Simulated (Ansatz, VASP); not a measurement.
One calculation of InSe, two programs

Contents of INCAR:

```
ALGO = Normal
EDIFF = 1E-7
ENCUT = 520
GGA = PS
ISIF = 2
ISMEAR = -1
LASPH = T
LCHARG = T
LELF = T
LREAL = F
LVHAR = T
LWAVE = F
NBANDS = 27
NELM = 60
PREC = Accurate
SIGMA = 0.02
```

File KPOINTS:

```
k-points
0
Gamma
  7 7 6
```

File POSCAR:

```
InSe
1.0
    5.8987276766     -2.1430185402     -0.0571935402
    5.8370776766      1.9669814598     -0.1188435402
   -1.6642705423     -0.0408636106      4.3476476418
In Se
2 2
Direct
    0.8840000000      0.8840000000      0.0050000000
    0.1160000000      0.1160000000      0.9950000000
    0.6600000000      0.6600000000      0.6420000000
    0.3400000000      0.3400000000      0.3580000000
```

Input for Ansatz:

```yaml
crystal:
  lattice:
    - [5.8987276766, -2.1430185402, -0.0571935402]
    - [5.8370776766, 1.9669814598, -0.1188435402]
    - [-1.6642705423, -0.0408636106, 4.3476476418]
  atoms:
    - { symbol: In, position: [0.884, 0.884, 0.005] }
    - { symbol: In, position: [0.116, 0.116, 0.995] }
    - { symbol: Se, position: [0.66, 0.66, 0.642] }
    - { symbol: Se, position: [0.34, 0.34, 0.358] }
kpoints:
  mp_grid: { grid: [7, 7, 6] }
  band_path:
    path:
      - [0.0, 0.0, 0.0]
      - [0.0, 0.0, 0.5]
      - [0.5, 0.0, 0.0]
      - [0.0, 0.0, 0.0]
      - [0.5, 0.5, 0.0]
      - [0.0, 0.5, -0.5]
      - [0.0, 0.0, 0.0]
      - [0.0, 0.5, 0.0]
      - [0.5, 0.5, -0.5]
    npoints: 5
scf:
  occupations: { method: fermi_dirac, width: 0.02 }
hamiltonian:
  xc: pbesol
  pseudopotentials: { kind: all_electron, lapw: { basis_error: 0.0005 } }
output:
  forces: true
  stress: true
  eigenvalues: true
```

Change from the starting cell: equal xy, yz and zx shear strains of -3 %.

Alike in both runs: task single point; functional PBEsol; k mesh 7 × 7 × 6; occupations fermi-dirac, width 0.02 eV; no spin polarisation.

|  | VASP | Ansatz |
| --- | --- | --- |
| version | VASP 6.6.1 | Ansatz 0.2.0 |
| potentials or method | VASP PAW PBE potentials, release 64 (In_d, Se), cutoff 520 eV | all-electron LAPW, scalar-relativistic |

|  | VASP | Ansatz | Ansatz less VASP |
| --- | --- | --- | --- |
| gap on the k mesh at the Fermi level (eV) | 1.01 | 1.02 | +0.005 |
| pressure (GPa) | 0.3 | 0.3 | -0.05 |
| traceless stress, the component that is largest in VASP (GPa) | 3.76 | 3.73 | -0.027 |
| rms of the force components (eV/Å) | 0.475 | 0.472 | -0.0028 |

VASP's potentials were made for PBE, not for PBEsol. Atom by atom the forces differ by 0.010 eV/Å (rms over components). Ansatz ran all-electron here, and VASP with PAW potentials.
